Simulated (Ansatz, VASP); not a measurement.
# One calculation of Zn, two programs

```
Zn
1.0
    -1.52946    1.52946    1.52946
     1.52946   -1.52946    1.52946
     1.52946    1.52946   -1.52946
Zn
1
Cartesian
  0.0000 0.0000 0.0000
```

Alike in both runs: functional PBEsol; k mesh 26 × 26 × 26; occupations gaussian, width 0.1 eV; no spin polarisation.

Ansatz relaxed the structure, and its values are those at the end. VASP's run is a single point on that final structure, the one shown.

|  | VASP | Ansatz |
| --- | --- | --- |
| version | VASP 6.6.1 | Ansatz 0.2.0 |
| potentials or method | VASP PAW PBE potentials, release 64 (Zn), cutoff 520 eV | scalar-relativistic, plane waves, PAW |
| valence electrons in the cell | 12 | 12 |

```tsv
	VASP	Ansatz	Ansatz less VASP
gap on the k mesh at the Fermi level (eV)	none	none	-
pressure (GPa)	0.5	0.0	-0.44
```

VASP's potentials were made for PBE, not for PBEsol. A gap of «none» marks a metal or a gap that the smearing closes. With one functional, cell and mesh, what is left measures potentials, basis and numerics.
